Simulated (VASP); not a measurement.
# LiF in VASP: notebook

The runs below take LiF through single point, with PBE, r2SCAN.

Everything below comes from runs of VASP 6.6.1. Logs are shortened: lines on timing, memory, paths and dates and some standing lists are left out, and cuts for length are marked.

### Step 1. The cell of the first run

The structure is orthorhombic, space group Immm (No. 71). The conventional cell has a = 2.779 Å, b = 2.863 Å, c = 3.990 Å, α = 90.00°, β = 90.00°, γ = 90.00°. Within 2.6 Å of Li (site symmetry mmm) lie 6 F at 1.99 to 2.00 Å. Within 2.6 Å of F (site symmetry mmm) lie 6 Li at 1.99 to 2.00 Å.

### Step 2. Single point, PBE (shear xy strain -3.0%)

File INCAR:

```
PREC     = Accurate       # precision mode
ENCUT    = 520            # plane-wave cutoff, eV
EDIFF    = 1E-6           # SCF threshold, eV
ISMEAR   = 0              # smearing method
SIGMA    = 0.01           # smearing width, eV
LREAL    = F              # projectors in reciprocal space
LASPH    = T              # aspherical terms in the spheres
NELM     = 80             # most SCF steps
ALGO     = Normal         # electronic algorithm
ISIF     = 2              # what is computed and relaxed
LWAVE    = F              # write WAVECAR
LCHARG   = F              # write CHGCAR
GGA      = PE             # functional
NBANDS   = 12             # bands
```

File KPOINTS:

```
Automatic mesh
0
Gamma
  6 6 6
```

File POSCAR:

```
LiF
1.0
   -0.0299230761      1.9948717393      1.9948717393
    1.9948717393     -0.0299230761      1.9948717393
    1.9649486632      1.9649486632      0.0000000000
Li F
1 1
Direct
    0.0000000000      0.0000000000      0.0000000000
    0.5000000000      0.5000000000      0.5000000000
```

Potentials or basis: VASP PAW PBE potentials, release 64 (Li_sv, F).

Started as:

```console
> cat potpaw_PBE.64/Li_sv/POTCAR potpaw_PBE.64/F/POTCAR > POTCAR
> mpirun -np 1 vasp_std > vasp.out
```

OUTCAR:

```text
PREC = Accurate
   ENCUT = 520
   EDIFF = 1E-6
   ISMEAR = 0
   LREAL = F
   LASPH = T
   NELM = 80
   ISIF = 2
   GGA = PE

 ion  position               nearest neighbor table
   1  0.000  0.000  0.000-   2 1.99   2 1.99   2 2.00   2 2.00   2 2.00   2 2.00
   2  0.500  0.500  0.500-   1 1.99   1 1.99   1 2.00   1 2.00   1 2.00   1 2.00

  LATTYP: Found a body centered orthorhombic cell.
 ALAT       =     2.7788570489
 B/A-ratio  =     1.0304568528
 C/A-ratio  =     1.4357498095

  Lattice vectors:

 A1 = (   0.0299230761,  -1.9948717393,  -1.9948717393)
 A2 = (  -0.0299230761,   1.9948717393,  -1.9948717393)
 A3 = (   1.9948717393,  -0.0299230761,   1.9948717393)

Analysis of symmetry for initial positions (statically):
=====================================================================
 Subroutine PRICEL returns:
 Original cell was already a primitive cell.

 Routine SETGRP: Setting up the symmetry group for a
 body centered orthorhombic supercell.

 Subroutine GETGRP returns: Found  8 space group operations
 (whereof  8 operations were pure point group operations)
 out of a pool of  8 trial point group operations.

The static configuration has the point symmetry D_2h.

Analysis of symmetry for dynamics (positions and initial velocities):
=====================================================================
 Subroutine PRICEL returns:
 Original cell was already a primitive cell.

 Routine SETGRP: Setting up the symmetry group for a
 body centered orthorhombic supercell.

 Subroutine GETGRP returns: Found  8 space group operations
 (whereof  8 operations were pure point group operations)
 out of a pool of  8 trial point group operations.

The dynamic configuration has the point symmetry D_2h.

 Subroutine INISYM returns: Found  8 space group operations
 (whereof  8 operations are pure point group operations),
 and found     1 'primitive' translations

----------------------------------------------------------------------------------------

                                     Primitive cell

  volume of cell :      15.8737

  direct lattice vectors                    reciprocal lattice vectors
    -0.029923076  1.994871739  1.994871739    -0.246938601  0.246938601  0.250642681
     1.994871739 -0.029923076  1.994871739     0.246938601 -0.246938601  0.250642681
     1.964948663  1.964948663  0.000000000     0.254459574  0.254459574 -0.250642681

  length of vectors
     2.821333356  2.821333356  2.778857049     0.429859395  0.429859395  0.438544300

  position of ions in fractional coordinates (direct lattice)
     0.000000000  0.000000000  0.000000000
     0.500000000  0.500000000  0.500000000

  ion indices of the primitive-cell ions
   primitive index   ion index
                 1           1
                 2           2

----------------------------------------------------------------------------------------

 KPOINTS: Automatic mesh

Automatic generation of k-mesh.
 Grid dimensions read from file:
 generate k-points for:    6    6    6

 Generating k-lattice:

  Cartesian coordinates                     Fractional coordinates (reciprocal lattice)
    -0.041156434  0.041156434  0.041773780     0.166666667 -0.000000000  0.000000000
     0.041156434 -0.041156434  0.041773780    -0.000000000  0.166666667  0.000000000
     0.042409929  0.042409929 -0.041773780     0.000000000  0.000000000  0.166666667

  Length of vectors
     0.071643232  0.071643232  0.073090717

  Shift w.r.t. Gamma in fractional coordinates (k-lattice)
     0.000000000  0.000000000  0.000000000

 Subroutine IBZKPT returns following result:
 ===========================================

 Found     46 irreducible k-points:

 Following reciprocal coordinates:
            Coordinates               Weight
  0.000000  0.000000  0.000000      1.000000
  0.166667 -0.000000  0.000000      4.000000
  0.333333 -0.000000  0.000000      4.000000
  0.500000 -0.000000  0.000000      2.000000
  0.166667  0.166667  0.000000      2.000000
  0.333333  0.166667  0.000000      4.000000
[... 16 lines left out ...]
 -0.166667  0.333333  0.166667      4.000000
  0.500000  0.500000  0.166667      4.000000
 [... further k-points ...]
   k-points           NKPTS =     46   k-points in BZ     NKDIM =     46   number of bands    NBANDS=     12
   number of dos      NEDOS =    301   number of ions     NIONS =      2
   total plane-waves  NPLWV =  13824
   dimension x,y,z NGX =    24 NGY =   24 NGZ =   24
   dimension x,y,z NGXF=    48 NGYF=   48 NGZF=   48
   ions per type =               1   1
   NGX,Y,Z   is equivalent  to a cutoff of  14.14, 14.14, 14.36 a.u.
   NGXF,Y,Z  is equivalent  to a cutoff of  28.28, 28.28, 28.72 a.u.
 SYSTEM =  unknown system
   PREC   = accura    normal or accurate (medium, high low for compatibility)
   ISTART =      0    job   : 0-new  1-cont  2-samecut
   ICHARG =      2    charge: 1-file 2-atom 10-const
   ISPIN  =      1    spin polarized calculation?
   LNONCOLLINEAR =      F non collinear calculations
   LSORBIT =      F    spin-orbit coupling
   LASPH  =      T    aspherical Exc in radial PAW
   ENCUT  =  520.0 eV  38.22 Ry    6.18 a.u.   5.25  5.25  5.17*2*pi/ulx,y,z
   NELM   =     80;   NELMIN=  2; NELMDL= -5     # of ELM steps
   EDIFF  = 0.1E-05   stopping-criterion for ELM
   LREAL  =      F    real-space projection
   EDIFFG = 0.1E-04   stopping-criterion for IOM
   NSW    =      0    number of steps for IOM
   IBRION =     -1    ionic relax: 0-MD 1-quasi-New 2-CG
   NFREE  =      0    steps in history (QN), initial steepest desc. (CG)
   ISIF   =      2    stress and relaxation
   ISYM   =      2    0-nonsym 1-usesym 2-fastsym
   POTIM  = 0.5000    time-step for ionic-motion
   TEBEG  =    0.0;   TEEND  =   0.0 temperature during run
   PSTRESS=    0.0 pullay stress
   NELECT =      10.0000    total number of electrons
   NUPDOWN=      -1.0000    fix difference up-down
   EMIN   =  10.00;   EMAX   =-10.00  energy-range for DOS
   EFERMI =   0.00;   METHOD = LEGACY
   ISMEAR =     0;   SIGMA  =   0.01  broadening in eV -4-tet -1-fermi 0-gaus
   EFERMI_NEDOS =   21; number of points for ismear=-14 and -15
   IALGO  =     38    algorithm
   IMIX   =      4    mixing-type and parameters
     AMIX     =   0.40;   BMIX     =  1.00
     AMIX_MAG =   1.60;   BMIX_MAG =  1.00
  volume/ion in A,a.u.               =       7.94        53.56
  Fermi-wavevector in a.u.,A,eV,Ry     =   1.403403  2.652047 26.797222  1.969540
  Thomas-Fermi vector in A             =   2.526068
   LORBIT       =      0    0 simple, 1 ext, 2 COOP (PROOUT), +10 PAW based schemes
   GGA     = PE    functional components
   LHFCALC =     F    Hartree Fock is set to
   AEXX    =    0.0000 exact exchange contribution
   IVDW    =     0    specifies the selected vdW correction
   LEPSILON=     F    determine dielectric tensor
   LRPA    =     F    only Hartree local field effects (RPA)
 non-spin polarized calculation
 Gauss-broadening in eV      SIGMA  =   0.01
  energy-cutoff  :      520.00
  volume of cell :       15.87
 maximum number of plane-waves:       440
 NGX is ok and might be reduce to    24
   NGX = 11   NGY = 11   NGZ = 11

 number of electron      10.0000000 magnetization

 number of electron       9.9999999 magnetization

 Free energy of the ion-electron system (eV)
  ---------------------------------------------------
  ext. energy  EPLUGINS =         0.00000000
  ---------------------------------------------------
  free energy    TOTEN  =        -9.62506081 eV

  energy without entropy =       -9.62506081  energy(sigma->0) =       -9.62506081

 E-fermi :  -0.6366     XC(G=0): -10.1240

 val. band max:       -0.7528999741   @ k =   0.0000   0.0000   0.0000
 cond. band min:       8.5103684649   @ k =   0.0000   0.0000   0.0000
 fundamental gap:      9.2632684390
 Fermi energy:        -0.6366490733

 k-point     1 :       0.0000    0.0000    0.0000
  band No.  band energies     occupation
      1     -41.7011      2.00000
      2     -20.8938      2.00000
      3      -0.9199      2.00000
      4      -0.8408      2.00000
      5      -0.7529      2.00000
      6       8.5104      0.00000
      7      23.2638      0.00000
      8      23.3371      0.00000
      9      23.4634      0.00000
     10      23.6981      0.00000
     11      23.7825      0.00000
     12      24.2934      0.00000

 k-point     2 :       0.1667   -0.0000    0.0000
  band No.  band energies     occupation
      1     -41.6853      2.00000
      2     -20.7922      2.00000
      3      -1.6271      2.00000
      4      -0.9193      2.00000
      5      -0.8160      2.00000
      6       9.2151      0.00000
      7      18.7575      0.00000
      8      21.1651      0.00000
      9      21.4525      0.00000
     10      25.4598      0.00000
     11      25.7432      0.00000
     12      26.1698      0.00000

 k-point     3 :       0.3333   -0.0000    0.0000
  band No.  band energies     occupation
      1     -41.6533      2.00000
      2     -20.5771      2.00000
      3      -2.8887      2.00000
      4      -1.0197      2.00000
      5      -0.9370      2.00000
      6      10.0695      0.00000
      7      16.3775      0.00000
      8      19.1148      0.00000
      9      19.3829      0.00000
     10      27.9424      0.00000
     11      28.3584      0.00000
     12      29.0079      0.00000
[... 286 lines left out ...]
 k-point    23 :      -0.1667    0.3333    0.1667
  band No.  band energies     occupation
      1     -41.6335      2.00000
      2     -20.3659      2.00000
      3      -2.9961      2.00000
      4      -2.1675      2.00000
      5      -1.3342      2.00000
      6      12.2653      0.00000
      7      15.2255      0.00000
      8      18.4912      0.00000
      9      19.0719      0.00000
     10      24.1967      0.00000
     11      30.3850      0.00000
     12      34.7544      0.00000

 k-point    24 :       0.5000    0.5000    0.1667
  band No.  band energies     occupation
      1     -41.6218      2.00000
      2     -20.2177      2.00000
      3      -3.5471      2.00000
      4      -1.9870      2.00000
      5      -1.8130      2.00000
      6      13.3879      0.00000
      7      15.1572      0.00000
      8      17.8266      0.00000
      9      19.1160      0.00000
     10      21.8560      0.00000
     11      33.5016      0.00000
     12      35.2045      0.00000

 [... further k-points ...]
[... 5 lines left out ...]
  --------------------------------------------------------------------------------------
  -------------------------------------------------------------------------------------
  Total        0.3982238      0.3982238      0.3893041      0.1925397      0.0000000      0.0000000
  in kB       40.1939374     40.1939374     39.2936462     19.4336151      0.0000000      0.0000000
  external PRESSURE =      39.8938403 kB  Pullay stress =       0.0000000 kB

 VOLUME and BASIS-vectors are now :
 -----------------------------------------------------------------------------
  energy-cutoff  :      520.00
  volume of cell :       15.87
      direct lattice vectors                 reciprocal lattice vectors
    -0.029923076  1.994871739  1.994871739    -0.246938601  0.246938601  0.250642681
     1.994871739 -0.029923076  1.994871739     0.246938601 -0.246938601  0.250642681
     1.964948663  1.964948663  0.000000000     0.254459574  0.254459574 -0.250642681

 POSITION                                       TOTAL-FORCE (eV/Angst)
 -----------------------------------------------------------------------------------
      0.00000      0.00000      0.00000         0.000000     -0.000000      0.000000
      1.96495      1.96495      1.99487         0.000000      0.000000      0.000000
 -----------------------------------------------------------------------------------
    total drift:                               -0.000000     -0.000000      0.000000

  FREE ENERGIE OF THE ION-ELECTRON SYSTEM (eV)
  ---------------------------------------------------
  free  energy   TOTEN  =        -9.6250608091 eV

  energy  without entropy=       -9.6250608091  energy(sigma->0) =       -9.62506081
```

It used 12 s of CPU time on 1 thread of AMD EPYC 7R13 Processor (Zen 3), on a shared host.

Results:

- Free energy: -9.6251 eV
- Band gap on the k mesh: 9.26 eV, direct

Levels at points of the mesh, in eV from the valence-band top:
| k point | band 3 | band 4 | band 5 | band 6 | band 7 | band 8 |
| --- | --- | --- | --- | --- | --- | --- |
| (0.00, 0.00, 0.00) | -0.17 | -0.09 | 0.00 | 9.26 | 24.02 | 24.09 |
| (0.50, 0.00, 0.00) | -2.70 | -0.31 | -0.24 | 10.90 | 16.83 | 19.11 |
| (0.50, 0.50, 0.00) | -3.22 | -1.26 | -0.99 | 15.00 | 16.48 | 17.77 |
| (0.00, 0.00, 0.50) | -2.68 | -0.40 | -0.33 | 10.77 | 17.17 | 18.72 |
| (0.50, 0.00, 0.50) | -3.22 | -1.13 | -1.13 | 14.99 | 16.52 | 17.72 |

Caveat: the k points lie up to 0.46 Å⁻¹ apart; the cell differs from its parent crystal (shear xy strain -3.0%); the cutoff is under 1.25 times the usual one of these potentials, so pressure, stress and relaxed cells hold a basis-set (Pulay) error.

### Step 3. Single point, r2SCAN

File POSCAR:

```
LiF
1.0
    0.0000000000      1.9948717393      1.9948717393
    1.9948717393      0.0000000000      1.9948717393
    1.9948717393      1.9948717393      0.0000000000
Li F
1 1
Direct
    0.0000000000      0.0000000000      0.0000000000
    0.5000000000      0.5000000000      0.5000000000
```

File INCAR.step1:

```
ALGO = Normal ; EDIFF = 1E-4
ENCUT = 520 ; GGA = PE
ISMEAR = 0 ; LASPH = T
LCHARG = F ; LREAL = F
LWAVE = T ; NBANDS = 12
NELM = 80 ; PREC = Accurate
SIGMA = 0.01
```

File INCAR.step2:

```
ALGO = Normal ; EDIFF = 1E-6
ENCUT = 520 ; ISIF = 2
ISMEAR = 0 ; ISTART = 1
LASPH = T ; LCHARG = T
LELF = T ; LMIXTAU = T
LREAL = F ; LVHAR = T
LWAVE = F ; METAGGA = R2SCAN
NBANDS = 12 ; NELM = 80
PREC = Accurate ; SIGMA = 0.01
```

File KPOINTS:

```
k-points
0
Gamma
  10 10 10
```

Potentials or basis: VASP PAW PBE potentials, release 64 (Li_sv, F).

Started as:

```console
> cat potpaw_PBE.64/Li_sv/POTCAR potpaw_PBE.64/F/POTCAR > POTCAR
> cp INCAR.step1 INCAR
> mpirun -np 1 vasp_std > vasp.out
> cp INCAR.step2 INCAR
> mpirun -np 1 vasp_std > vasp.out
```

It used 61 s of CPU time on 1 thread of AMD EPYC 7R13 Processor (Zen 3) (shared host).

Results (log left out):

```
Free energy            : -11.9032 eV
Band gap on the k mesh : 10.55 eV, direct
```

Levels at points of the mesh, in eV from the valence-band top:
```
           k point  band 3  band 4  band 5  band 6  band 7  band 8
(0.00, 0.00, 0.00)    0.00    0.00    0.00   10.55   25.77   25.77
(0.50, 0.00, 0.00)   -2.58   -0.25   -0.25   11.99   18.50   20.68
(0.50, 0.50, 0.00)   -3.13   -1.05   -1.05   16.35   17.59   19.49
```

Caveat: the cutoff is under 1.25 times the usual one of these potentials, so pressure, stress and relaxed cells hold a basis-set (Pulay) error; the PAW data sets were made with another functional, which shifts forces and pressure a little.

### Step 4. Single point, PBE (epitaxial xy strain +0.5%)

File INCAR:

```
  ALGO = Normal
  EDIFF = 1E-6
  ENCUT = 520
  GGA = PE
  ISIF = 2
  ISMEAR = -1
  LASPH = True
  LCHARG = False
  LREAL = False
  LWAVE = False
  NBANDS = 12
  NELM = 100
  PREC = Accurate
  SIGMA = 0.02
```

KPOINTS is that of step 3.

File POSCAR:

```
LiF
1.0
    0.0000000000      2.0048460980      1.9885317940
    2.0048460980      0.0000000000      1.9885317940
    2.0048460980      2.0048460980      0.0000000000
Li F
1 1
Direct
    0.0000000000      0.0000000000      0.0000000000
    0.5000000000      0.5000000000      0.5000000000
```

Started as:

```console
> cat potpaw_PBE.64/Li_sv/POTCAR potpaw_PBE.64/F/POTCAR > POTCAR
> mpirun -np 1 vasp_std > vasp.out
```

It used 29 s of CPU time on 1 thread of AMD EPYC 7R13 Processor (Zen 3), with other jobs on the host.

It converged, with:

```yaml
Free_energy: -9.6307 eV
Band_gap_on_the_k_mesh: 9.28 eV, direct
```

Levels at points of the mesh, in eV from the valence-band top:
| k point | band 3 | band 4 | band 5 | band 6 | band 7 | band 8 |
| --- | --- | --- | --- | --- | --- | --- |
| (0.00, 0.00, 0.00) | -0.02 | 0.00 | 0.00 | 9.28 | 24.19 | 24.19 |
| (0.50, 0.00, 0.00) | -2.59 | -0.25 | -0.23 | 10.88 | 16.99 | 18.99 |
| (0.50, 0.50, 0.00) | -3.10 | -1.05 | -1.05 | 15.11 | 16.49 | 17.72 |
| (0.50, 0.00, 0.50) | -3.11 | -1.05 | -1.00 | 14.96 | 16.61 | 17.71 |

Caveat: the cell differs from its parent crystal (epitaxial xy strain +0.5%); the cutoff is under 1.25 times the usual one of these potentials, so pressure, stress and relaxed cells hold a basis-set (Pulay) error.

### Step 5. The runs side by side

```csv
level,cell,k mesh,smearing,gap on the mesh (eV)
PBE,"a = 2.821, b = 2.821, c = 2.779 Å, angles 60.5, 60.5, 61.0°, 2 atoms",6 × 6 × 6,gaussian 0.01 eV,9.26
r2SCAN,"a = 2.821 Å, angles 60.0°, 2 atoms",10 × 10 × 10,gaussian 0.01 eV,10.55
PBE,"a = 2.824, b = 2.824, c = 2.835 Å, angles 59.9, 59.9, 60.3°, 2 atoms",10 × 10 × 10,fermi-dirac 0.02 eV,9.28
```

Alike in all rows: task single point; potentials or basis VASP PAW PBE potentials, release 64 (Li_sv, F); no spin polarisation; cutoff (eV) 520.

Caveats: some runs use coarse meshes; the cutoff is under 1.25 times the usual one of these potentials, so pressure, stress and relaxed cells hold a basis-set (Pulay) error; the PAW data sets were made with another functional, which shifts forces and pressure a little (some runs).

Total energies depend on the potentials used, so only differences within one code and one set of settings carry meaning.
